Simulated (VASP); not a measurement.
# CdTe (F-43m) in VASP: further runs

CdTe is run at these levels: r2SCAN; tasks: single point.

Program: VASP 6.6.1. These are calculated values, not measurements. Logs are shortened: lines on timing, memory, paths and dates and some standing lists are left out, and cuts for length are marked.

## (1) The cell of the first run

Symmetry: F-43m, No. 216, cubic system. The conventional cell has a = 6.621 Å, b = 6.621 Å, c = 6.621 Å, α = 90.00°, β = 90.00°, γ = 90.00°. Cd (site symmetry -43m) has 4 Te at 2.87 Å within 3.8 Å. Within 3.8 Å of Te (site symmetry -43m) lie 4 Cd at 2.87 Å.

## (2) Single point, r2SCAN (volume scaled by 1.03)

Contents of POSCAR:

```
CdTe
1.0
    0.0000000000      3.3103533787      3.3103533787
    3.3103533787      0.0000000000      3.3103533787
    3.3103533787      3.3103533787      0.0000000000
Cd Te
1 1
Direct
    0.0000000000      0.0000000000      0.0000000000
    0.2500000000      0.2500000000      0.2500000000
```

Contents of INCAR.step1:

```
SYSTEM = CdTe
ALGO = Normal
EDIFF = 1E-4
ENCUT = 520
GGA = PE
ISMEAR = 0
LASPH = .True.
LCHARG = .False.
LREAL = .False.
LWAVE = .True.
NBANDS = 16
NELM = 60
PREC = Accurate
SIGMA = 0.02
```

Contents of INCAR.step2:

```
SYSTEM = CdTe
ALGO = Normal
EDIFF = 1E-7
ENCUT = 520
ISIF = 2
ISMEAR = 0
ISTART = 1
LASPH = .True.
LCHARG = .True.
LELF = .True.
LMIXTAU = .True.
LREAL = .False.
LVHAR = .True.
LWAVE = .False.
METAGGA = R2SCAN
NBANDS = 16
NELM = 60
PREC = Accurate
SIGMA = 0.02
```

Contents of KPOINTS:

```
k-points
0
Gamma
  8 8 8
  0 0 0
```

Potentials or basis: VASP PAW PBE potentials, release 64 (Cd, Te).

Run with:

```sh
cat potpaw_PBE.64/Cd/POTCAR potpaw_PBE.64/Te/POTCAR > POTCAR
cp INCAR.step1 INCAR
mpirun -np 1 vasp_std > vasp.out
cp INCAR.step2 INCAR
mpirun -np 1 vasp_std > vasp.out
```

OUTCAR:

```text
SYSTEM = CdTe
   EDIFF = 1E-7
   ENCUT = 520
   ISIF = 2
   ISMEAR = 0
   ISTART = 1
   LASPH = .True.
   LREAL = .False.
   METAGGA = R2SCAN
   NELM = 60
   PREC = Accurate

 ion  position               nearest neighbor table
   1  0.000  0.000  0.000-   2 2.87   2 2.87   2 2.87   2 2.87
   2  0.250  0.250  0.250-   1 2.87   1 2.87   1 2.87   1 2.87

  LATTYP: Found a face centered cubic cell.
 ALAT       =     6.6207067574

  Lattice vectors:

 A1 = (   0.0000000000,   3.3103533787,   3.3103533787)
 A2 = (   3.3103533787,   0.0000000000,   3.3103533787)
 A3 = (   3.3103533787,   3.3103533787,   0.0000000000)

Analysis of symmetry for initial positions (statically):
=====================================================================
 Subroutine PRICEL returns:
 Original cell was already a primitive cell.

 Routine SETGRP: Setting up the symmetry group for a
 face centered cubic supercell.

 Subroutine GETGRP returns: Found 24 space group operations
 (whereof 24 operations were pure point group operations)
 out of a pool of 48 trial point group operations.

The static configuration has the point symmetry T_d .

Analysis of symmetry for dynamics (positions and initial velocities):
=====================================================================
 Subroutine PRICEL returns:
 Original cell was already a primitive cell.

 Routine SETGRP: Setting up the symmetry group for a
 face centered cubic supercell.

 Subroutine GETGRP returns: Found 24 space group operations
 (whereof 24 operations were pure point group operations)
 out of a pool of 48 trial point group operations.

The dynamic configuration has the point symmetry T_d .

 Subroutine INISYM returns: Found 24 space group operations
 (whereof 24 operations are pure point group operations),
 and found     1 'primitive' translations

----------------------------------------------------------------------------------------

                                     Primitive cell

  volume of cell :      72.5526

  direct lattice vectors                    reciprocal lattice vectors
     0.000000000  3.310353379  3.310353379    -0.151041277  0.151041277  0.151041277
     3.310353379  0.000000000  3.310353379     0.151041277 -0.151041277  0.151041277
     3.310353379  3.310353379  0.000000000     0.151041277  0.151041277 -0.151041277

  length of vectors
     4.681546644  4.681546644  4.681546644     0.261611165  0.261611165  0.261611165

  position of ions in fractional coordinates (direct lattice)
     0.000000000  0.000000000  0.000000000
     0.250000000  0.250000000  0.250000000

  ion indices of the primitive-cell ions
   primitive index   ion index
                 1           1
                 2           2

----------------------------------------------------------------------------------------

 KPOINTS: k-points

Automatic generation of k-mesh.
 Grid dimensions read from file:
 generate k-points for:    8    8    8

 Generating k-lattice:

  Cartesian coordinates                     Fractional coordinates (reciprocal lattice)
    -0.018880160  0.018880160  0.018880160     0.125000000  0.000000000  0.000000000
     0.018880160 -0.018880160  0.018880160     0.000000000  0.125000000  0.000000000
     0.018880160  0.018880160 -0.018880160     0.000000000  0.000000000  0.125000000

  Length of vectors
     0.032701396  0.032701396  0.032701396

  Shift w.r.t. Gamma in fractional coordinates (k-lattice)
     0.000000000  0.000000000  0.000000000

 Subroutine IBZKPT returns following result:
 ===========================================

 Found     29 irreducible k-points:

 Following reciprocal coordinates:
            Coordinates               Weight
  0.000000  0.000000  0.000000      1.000000
  0.125000  0.000000  0.000000      8.000000
  0.250000  0.000000  0.000000      8.000000
  0.375000  0.000000  0.000000      8.000000
  0.500000  0.000000  0.000000      4.000000
  0.125000  0.125000  0.000000      6.000000
[... 16 lines left out ...]
  0.500000  0.250000  0.125000     48.000000
 -0.375000  0.250000  0.125000     24.000000
 [... further k-points ...]
   k-points           NKPTS =     29   k-points in BZ     NKDIM =     29   number of bands    NBANDS=     16
   number of dos      NEDOS =    301   number of ions     NIONS =      2
   total plane-waves  NPLWV =  46656
   dimension x,y,z NGX =    36 NGY =   36 NGZ =   36
   dimension x,y,z NGXF=    72 NGYF=   72 NGZF=   72
   ions per type =               1   1
   NGX,Y,Z   is equivalent  to a cutoff of  12.78, 12.78, 12.78 a.u.
   NGXF,Y,Z  is equivalent  to a cutoff of  25.57, 25.57, 25.57 a.u.
 SYSTEM =  CdTe
   PREC   = accura    normal or accurate (medium, high low for compatibility)
   ISTART =      1    job   : 0-new  1-cont  2-samecut
   ICHARG =      0    charge: 1-file 2-atom 10-const
   ISPIN  =      1    spin polarized calculation?
   LNONCOLLINEAR =      F non collinear calculations
   LSORBIT =      F    spin-orbit coupling
   LASPH  =      T    aspherical Exc in radial PAW
   ENCUT  =  520.0 eV  38.22 Ry    6.18 a.u.   8.70  8.70  8.70*2*pi/ulx,y,z
   NELM   =     60;   NELMIN=  2; NELMDL=  0     # of ELM steps
   EDIFF  = 0.1E-06   stopping-criterion for ELM
   LREAL  =      F    real-space projection
   EDIFFG = 0.1E-05   stopping-criterion for IOM
   NSW    =      0    number of steps for IOM
   IBRION =     -1    ionic relax: 0-MD 1-quasi-New 2-CG
   NFREE  =      0    steps in history (QN), initial steepest desc. (CG)
   ISIF   =      2    stress and relaxation
   ISYM   =      2    0-nonsym 1-usesym 2-fastsym
   POTIM  = 0.5000    time-step for ionic-motion
   TEBEG  =    0.0;   TEEND  =   0.0 temperature during run
   PSTRESS=    0.0 pullay stress
   NELECT =      18.0000    total number of electrons
   NUPDOWN=      -1.0000    fix difference up-down
   EMIN   =  10.00;   EMAX   =-10.00  energy-range for DOS
   EFERMI =   0.00;   METHOD = LEGACY
   ISMEAR =     0;   SIGMA  =   0.02  broadening in eV -4-tet -1-fermi 0-gaus
   EFERMI_NEDOS =   21; number of points for ismear=-14 and -15
   IALGO  =     38    algorithm
   IMIX   =      4    mixing-type and parameters
     AMIX     =   0.40;   BMIX     =  1.00
     AMIX_MAG =   1.60;   BMIX_MAG =  1.00
  volume/ion in A,a.u.               =      36.28       244.80
  Fermi-wavevector in a.u.,A,eV,Ry     =   1.028682  1.943928 14.397515  1.058187
  Thomas-Fermi vector in A             =   2.162691
   LORBIT       =      0    0 simple, 1 ext, 2 COOP (PROOUT), +10 PAW based schemes
   METAGGA = R2SCAN    functional components
   LHFCALC =     F    Hartree Fock is set to
   AEXX    =    0.0000 exact exchange contribution
   IVDW    =     0    specifies the selected vdW correction
   LEPSILON=     F    determine dielectric tensor
   LRPA    =     F    only Hartree local field effects (RPA)
 non-spin polarized calculation
 Gauss-broadening in eV      SIGMA  =   0.02
  energy-cutoff  :      520.00
  volume of cell :       72.55
 maximum number of plane-waves:      1964
   NGX = 17   NGY = 17   NGZ = 17

 number of electron      18.0000006 magnetization

 Free energy of the ion-electron system (eV)
  ---------------------------------------------------
  ext. energy  EPLUGINS =         0.00000000
  ---------------------------------------------------
  free energy    TOTEN  =       -46.63936474 eV

  energy without entropy =      -46.63936474  energy(sigma->0) =      -46.63936474

 E-fermi :   1.6806     XC(G=0):  -8.8099

 val. band max:        1.5374787215   @ k =   0.0000   0.0000   0.0000
 cond. band min:       2.6023437282   @ k =   0.0000   0.0000   0.0000
 fundamental gap:      1.0648650067
 Fermi energy:         1.6805863438

 k-point     1 :       0.0000    0.0000    0.0000
  band No.  band energies     occupation
      1      -9.6299      2.00000
      2      -6.8268      2.00000
      3      -6.8268      2.00000
      4      -6.8268      2.00000
      5      -6.5904      2.00000
      6      -6.5904      2.00000
[... 8 lines left out ...]
     15      11.2557      0.00000
     16      11.2557      0.00000

 k-point     2 :       0.1250    0.0000    0.0000
  band No.  band energies     occupation
      1      -9.5780      2.00000
      2      -6.8171      2.00000
      3      -6.8170      2.00000
      4      -6.7805      2.00000
      5      -6.5910      2.00000
      6      -6.5910      2.00000
[... 8 lines left out ...]
     15      10.5880      0.00000
     16      10.5880      0.00000

 k-point     3 :       0.2500    0.0000    0.0000
  band No.  band energies     occupation
      1      -9.4530      2.00000
      2      -6.7952      2.00000
      3      -6.7952      2.00000
      4      -6.6318      2.00000
      5      -6.5903      2.00000
      6      -6.5903      2.00000
[... 8 lines left out ...]
     15      10.3887      0.00000
     16      10.3887      0.00000

 k-point     4 :       0.3750    0.0000    0.0000
  band No.  band energies     occupation
      1      -9.3300      2.00000
      2      -6.7766      2.00000
      3      -6.7766      2.00000
      4      -6.5859      2.00000
      5      -6.5859      2.00000
      6      -6.4018      2.00000
[... 8 lines left out ...]
     15      11.1935      0.00000
     16      11.1935      0.00000
[... 324 lines left out ...]
 k-point    22 :       0.3750    0.2500    0.1250
  band No.  band energies     occupation
      1      -9.3620      2.00000
      2      -6.7703      2.00000
      3      -6.7594      2.00000
      4      -6.6262      2.00000
      5      -6.5814      2.00000
      6      -6.4991      2.00000
[... 8 lines left out ...]
     15      11.7354      0.00000
     16      12.3291      0.00000

 k-point    23 :       0.5000    0.2500    0.1250
  band No.  band energies     occupation
      1      -9.2663      2.00000
      2      -6.7520      2.00000
      3      -6.7434      2.00000
      4      -6.6119      2.00000
      5      -6.5814      2.00000
      6      -6.2963      2.00000
[... 8 lines left out ...]
     15      11.9270      0.00000
     16      12.6201      0.00000

 k-point    24 :      -0.3750    0.2500    0.1250
  band No.  band energies     occupation
      1      -9.2277      2.00000
      2      -6.7463      2.00000
      3      -6.7374      2.00000
      4      -6.6026      2.00000
      5      -6.5850      2.00000
      6      -6.1802      2.00000
[... 8 lines left out ...]
     15      12.0445      0.00000
     16      12.5736      0.00000

 [... further k-points ...]
[... 5 lines left out ...]
  --------------------------------------------------------------------------------------
  -------------------------------------------------------------------------------------
  Total       -0.4507938     -0.4507938     -0.4507938      0.0000000     -0.0000000      0.0000000
  in kB       -9.9548668     -9.9548668     -9.9548668      0.0000000     -0.0000000      0.0000000
  external PRESSURE =      -9.9548668 kB  Pullay stress =       0.0000000 kB

 VOLUME and BASIS-vectors are now :
 -----------------------------------------------------------------------------
  energy-cutoff  :      520.00
  volume of cell :       72.55
      direct lattice vectors                 reciprocal lattice vectors
     0.000000000  3.310353379  3.310353379    -0.151041277  0.151041277  0.151041277
     3.310353379  0.000000000  3.310353379     0.151041277 -0.151041277  0.151041277
     3.310353379  3.310353379  0.000000000     0.151041277  0.151041277 -0.151041277

 POSITION                                       TOTAL-FORCE (eV/Angst)
 -----------------------------------------------------------------------------------
      0.00000      0.00000      0.00000        -0.000000     -0.000000     -0.000000
      1.65518      1.65518      1.65518         0.000000      0.000000      0.000000
 -----------------------------------------------------------------------------------
    total drift:                               -0.000001     -0.000001     -0.000001

  FREE ENERGIE OF THE ION-ELECTRON SYSTEM (eV)
  ---------------------------------------------------
  free  energy   TOTEN  =       -46.6393647426 eV

  energy  without entropy=      -46.6393647426  energy(sigma->0) =      -46.63936474
```

Run time: 2.6 min. Hardware: 1 thread of Intel Xeon Platinum 8375C at 2.90GHz (Ice Lake), shared host; peak memory 0.23 GiB.

Results:

| Property | Result |
| --- | --- |
| Free energy | -46.6394 eV |
| Pressure | -1.0 GPa |
| Band gap on the k mesh | 1.06 eV, direct |

Caveat: the cell differs from its parent crystal (volume scaled by 1.03); the PAW data sets were made with another functional, which shifts forces and pressure a little; spin-orbit coupling is left out, which moves the levels of the heavy elements.

## (3) Single point, r2SCAN (volume scaled by 1.06)

Contents of POSCAR:

```
CdTe
1.0
    0.0000000000      3.3421856524      3.3421856524
    3.3421856524      0.0000000000      3.3421856524
    3.3421856524      3.3421856524      0.0000000000
Cd Te
1 1
Direct
    0.0000000000      0.0000000000      0.0000000000
    0.2500000000      0.2500000000      0.2500000000
```

INCAR.step1 is that of step 2.

Contents of INCAR.step2:

```
SYSTEM = CdTe
ALGO = Normal
EDIFF = 1E-6
ENCUT = 520
ISIF = 2
ISMEAR = 0
ISTART = 1
LASPH = .True.
LCHARG = .False.
LMIXTAU = .True.
LREAL = .False.
LWAVE = .False.
METAGGA = R2SCAN
NBANDS = 16
NELM = 60
PREC = Accurate
SIGMA = 0.02
```

KPOINTS is that of step 2.

Potentials or basis: VASP PAW PBE potentials, release 64 (Cd, Te).

Run with:

```sh
cat potpaw_PBE.64/Cd/POTCAR potpaw_PBE.64/Te/POTCAR > POTCAR
cp INCAR.step1 INCAR
mpirun -np 1 vasp_std > vasp.out
cp INCAR.step2 INCAR
mpirun -np 1 vasp_std > vasp.out
```

It took 2 min on 1 thread of Intel Xeon Platinum 8375C at 2.90GHz (Ice Lake), shared host; peak memory 0.23 GiB.

Results (log left out):

| Property | Result |
| --- | --- |
| Free energy | -46.6198 eV |
| Pressure | -1.9 GPa |
| Band gap on the k mesh | 0.97 eV, direct |

Levels at points of the mesh, in eV from the valence-band top:
| k point | band 7 | band 8 | band 9 | band 10 | band 11 | band 12 |
| --- | --- | --- | --- | --- | --- | --- |
| (0.00, 0.00, 0.00) | 0.00 | 0.00 | 0.00 | 0.97 | 5.08 | 5.08 |
| (0.50, 0.00, 0.00) | -3.98 | -0.66 | -0.66 | 2.12 | 5.61 | 5.61 |
| (0.50, 0.50, 0.00) | -3.91 | -1.61 | -1.61 | 2.97 | 3.06 | 8.93 |

Caveat: the cell differs from its parent crystal (volume scaled by 1.06); the PAW data sets were made with another functional, which shifts forces and pressure a little; spin-orbit coupling is left out, which moves the levels of the heavy elements.

## (4) Single point, r2SCAN

This run uses another cell than the first one, of 32.92 Å³/atom, 0.908 times its volume.

Contents of POSCAR:

```
CdTe
1.0
    0.0000000000      3.2050000000      3.2050000000
    3.2050000000      0.0000000000      3.2050000000
    3.2050000000      3.2050000000      0.0000000000
Cd Te
1 1
Direct
    0.0000000000      0.0000000000      0.0000000000
    0.2500000000      0.2500000000      0.2500000000
```

Contents of INCAR.step1:

```
PREC     = Accurate       # precision mode
ENCUT    = 550            # plane-wave cutoff, eV
ISMEAR   = 0              # smearing method
SIGMA    = 0.1            # smearing width, eV
LREAL    = False          # projectors in reciprocal space
LASPH    = True           # aspherical terms in the spheres
NELM     = 120            # most SCF steps
NBANDS   = 16             # bands
GGA      = PE             # functional
ALGO     = Normal         # electronic algorithm
EDIFF    = 1E-5           # SCF threshold, eV
LWAVE    = True           # write WAVECAR
LCHARG   = False          # write CHGCAR
GGA_COMPAT= False
```

Contents of INCAR.step2:

```
PREC     = Accurate       # precision mode
ENCUT    = 550            # plane-wave cutoff, eV
EDIFF    = 1E-6           # SCF threshold, eV
ISMEAR   = 0              # smearing method
SIGMA    = 0.1            # smearing width, eV
LREAL    = False          # projectors in reciprocal space
LASPH    = True           # aspherical terms in the spheres
NELM     = 120            # most SCF steps
ALGO     = Normal         # electronic algorithm
ISIF     = 2              # what is computed and relaxed
LWAVE    = False          # write WAVECAR
LCHARG   = False          # write CHGCAR
METAGGA  = R2SCAN         # meta-GGA
LMIXTAU  = True         
NBANDS   = 16             # bands
ISTART   = 1            
GGA_COMPAT= False
```

Contents of KPOINTS:

```
Automatic mesh
0
Gamma
  6 6 6
```

Run with:

```sh
cat potpaw_PBE.64/Cd/POTCAR potpaw_PBE.64/Te/POTCAR > POTCAR
cp INCAR.step1 INCAR
mpirun -np 1 vasp_std > vasp.out
cp INCAR.step2 INCAR
mpirun -np 1 vasp_std > vasp.out
```

It took 49 s on 1 thread of Intel Xeon Platinum 8375C at 2.90GHz (Ice Lake), shared host; peak memory 0.22 GiB.

The run converged. Its results:

```yaml
Free_energy: -46.5935 eV
Pressure: 3.4 GPa
Band_gap_on_the_k_mesh: 1.38 eV, direct
```

Levels at points of the mesh, in eV from the valence-band top:
```
           k point  band 6  band 7  band 8  band 9  band 10  band 11  band 12  band 13
(0.00, 0.00, 0.00)   -8.37    0.00    0.00    0.00     1.38     5.00     5.00     5.00
(0.50, 0.00, 0.00)   -7.97   -4.70   -0.84   -0.84     2.27     5.57     5.57     7.44
(0.50, 0.50, 0.00)   -7.80   -4.53   -2.03   -2.03     2.80     2.97     9.67     9.99
```

Caveat: the PAW data sets were made with another functional, which shifts forces and pressure a little; spin-orbit coupling is left out, which moves the levels of the heavy elements.

## (5) Summary

```tsv
cell	k mesh	cutoff (eV)	smearing	gap on the mesh (eV)	pressure (GPa)
a = 4.682 Å, angles 60.0°, 2 atoms	8 × 8 × 8	520	gaussian 0.02 eV	1.06	-1.0
a = 4.727 Å, angles 60.0°, 2 atoms	8 × 8 × 8	520	gaussian 0.02 eV	0.97	-1.9
a = 4.533 Å, angles 60.0°, 2 atoms	6 × 6 × 6	550	gaussian 0.1 eV	1.38	3.4
```

Alike in all rows: task single point; level r2SCAN; potentials or basis VASP PAW PBE potentials, release 64 (Cd, Te); no spin polarisation.

Caveats: the PAW data sets were made with another functional, which shifts forces and pressure a little; spin-orbit coupling is left out, which moves the levels of the heavy elements.

Absolute energies hang on the potentials; compare differences alone.
